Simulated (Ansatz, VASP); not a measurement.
## Zn: VASP and Ansatz over several settings

```
Zn
1.0
     2.67000    0.00000    0.00000
    -1.33500    2.31229    0.00000
     0.00000    0.00000    4.96600
Zn
2
Direct
  0.66667 0.33333 0.75000
  0.33333 0.66667 0.25000
```

Single points on this cell with VASP 6.6.1 and Ansatz 0.2.0. Each row is one pair of runs. Alike in all rows: spin: off; VASP's potentials, cutoff: VASP PAW PBE potentials, release 64 (Zn), 520 eV.

| level | k mesh | smearing | Ansatz's potentials, cutoff | gap on the k mesh at the Fermi level (eV), VASP | gap on the k mesh at the Fermi level (eV), Ansatz | pressure (GPa), VASP | pressure (GPa), Ansatz |
| --- | --- | --- | --- | --- | --- | --- | --- |
| PBE | 11 × 11 × 6 | gaussian, width 0.05 eV | Ansatz PAW, 420 eV | none | none | -0.3 | -0.7 |
| PBE0 | 6 × 6 × 3 | fermi-dirac, width 0.05 eV | Ansatz PAW, 420 eV | none | none | -0.8 | -0.8 |
| PBEsol-based global hybrid | 6 × 6 × 3 | fermi-dirac, width 0.05 eV | Ansatz PAW, 420 eV | none | none | -4.3 | -4.3 |
| r2SCAN0 | 6 × 6 × 3 | fermi-dirac, width 0.05 eV | Ansatz PAW, 500 eV | none | none | -3.1 | -3.2 |
| r2SCANh | 6 × 6 × 3 | fermi-dirac, width 0.05 eV | Ansatz PAW, 500 eV | none | none | -3.9 | -4.1 |

Pressure (GPa): the two programs differ by at most 0.32.

A gap of «none» marks a metal or a gap that the smearing closes.

The k mesh is coarse in some rows, so the values compare programs but aren't converged.
